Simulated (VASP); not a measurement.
Write the native input for VASP 6.6.1 that does the following.

```yaml
Task: single point
Functional: r2SCAN
Potentials_or_basis: VASP PAW PBE potentials, release 64 (Al, Ga_d, N_h)
Cutoff: 1460 eV
k_mesh: 8 × 8 × 6
Occupations: gaussian, width 0.02 eV
Spin: no spin polarisation
Dipole_correction: no
Further_INCAR_settings: ALGO = Normal; EDIFF = 1e-06; NBANDS = 21
```

AlGaN2:

```
Al Ga N
1.0
     3.01299    0.00000    0.00000
     0.00000    3.01299    0.00000
     0.00000    0.00000    4.52849
Al Ga N
1 1 2
Direct
  0.50000 0.50000 0.50000
  0.00000 0.00000 0.00000
  0.50000 0.00000 0.73960
  0.00000 0.50000 0.26040
```

This cell differs from its parent crystal: biaxial strain in the a-b plane: -4.0 %.

These files were run (other wordings do the same):

POSCAR

```
AlGaN2
1.0
    3.0129853682      0.0000000000      0.0000000000
    0.0000000000      3.0129853682      0.0000000000
    0.0000000000      0.0000000000      4.5284933015
Al Ga N
1 1 2
Direct
    0.5000000000      0.5000000000      0.5000000000
    0.0000000000      0.0000000000      0.0000000000
    0.5000000000      0.0000000000      0.7396043043
    0.0000000000      0.5000000000      0.2603956957
```

INCAR.step1

```
PREC = Accurate
ENCUT = 1460
ISMEAR = 0
SIGMA = 0.02
LREAL = False
LASPH = True
NELM = 120
NBANDS = 21
GGA = PE
ALGO = Normal
EDIFF = 1E-5
LWAVE = True
LCHARG = False
GGA_COMPAT = False
```

INCAR.step2

```
PREC = Accurate
ENCUT = 1460
EDIFF = 1E-6
ISMEAR = 0
SIGMA = 0.02
LREAL = False
LASPH = True
NELM = 120
ALGO = Normal
ISIF = 2
LWAVE = False
LCHARG = False
METAGGA = R2SCAN
LMIXTAU = True
NBANDS = 21
ISTART = 1
GGA_COMPAT = False
```

KPOINTS

```
regular mesh
0
Gamma
  8 8 6
```

Potentials or basis: VASP PAW PBE potentials, release 64 (Al, Ga_d, N_h).

The run is started by

```console
$ cat potpaw_PBE.64/Al/POTCAR potpaw_PBE.64/Ga_d/POTCAR potpaw_PBE.64/N_h/POTCAR > POTCAR
$ cp INCAR.step1 INCAR
$ mpirun -np 1 vasp_std > vasp.out
$ cp INCAR.step2 INCAR
$ mpirun -np 1 vasp_std > vasp.out
```

It gave:

```
Pressure               : 13.4 GPa
Largest force          : 0.073 eV/Å
Band gap on the k mesh : 3.65 eV (least direct gap 3.71 eV)
```

Caveat: the cell differs from its parent crystal (biaxial strain in the a-b plane: -4.0 %); the stress differs along the axes, from 7 to 17 GPa; the PAW data sets were made with another functional, which shifts forces and pressure a little.

It took 15 min on 1 thread of Intel(R) Xeon(R) Platinum 8259CL CPU @ 2.50GHz (Skylake/Cascade Lake), with other jobs on the host, peak memory 0.49 GiB.
